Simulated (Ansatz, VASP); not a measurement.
**Two plane-wave programs on Ti**

The input INCAR:

```
SYSTEM = Ti
PREC = Accurate ; ENCUT = 520
EDIFF = 1E-6 ; ISMEAR = -1
SIGMA = 0.1 ; LREAL = .False.
LASPH = .True. ; NELM = 60
ALGO = Normal ; ISIF = 2
LWAVE = .False. ; LCHARG = .False.
GGA = PE ; NBANDS = 12
```

File KPOINTS:

```
Automatic mesh
0
Gamma
  15 15 15
  0 0 0
```

File POSCAR:

```
Ti
1.0
   -1.6515704804      1.6515704804      1.6515704804
    1.6515704804     -1.6515704804      1.6515704804
    1.6515704804      1.6515704804     -1.6515704804
Ti
1
Direct
    0.0000000000      0.0000000000      0.0000000000
```

Input for Ansatz:

```yaml
crystal:
  lattice:
    - [-1.6515704804, 1.6515704804, 1.6515704804]
    - [1.6515704804, -1.6515704804, 1.6515704804]
    - [1.6515704804, 1.6515704804, -1.6515704804]
  atoms:
    - { symbol: Ti, position: [0.0, 0.0, 0.0] }
hamiltonian:
  xc: pbe
  pseudopotentials:
    kind: paw
    azcp:
      Ti: "pseudopotentials/Ti.paw.azcp"
basis:
  ecutwfc: 420
  fft_grid_basis: typed
kpoints:
  mp_grid: { grid: [15, 15, 15], shift: [0, 0, 0] }
magnetization:
  spin_polarized: false
scf:
  occupations: { method: fermi_dirac, width: 0.1 }
  lower_state_search: "off"
output:
  stress: true
```

Alike in both runs: task single point; functional PBE; k mesh 15 × 15 × 15; occupations fermi-dirac, width 0.1 eV; no spin polarisation.

|  | VASP | Ansatz |
| --- | --- | --- |
| version | VASP 6.6.1 | Ansatz 0.2.0 |
| potentials or method | VASP PAW PBE potentials, release 64 (Ti_sv), cutoff 520 eV | plane waves (420 eV) with PAW, scalar-relativistic |
| valence electrons in the cell | 12 | 12 |

VASP gave:

| Item | Value |
| --- | --- |
| pressure (GPa) | -4.1 |

Problem. Estimate Ansatz's values.

Solution. Pressure (GPa): -3.9.
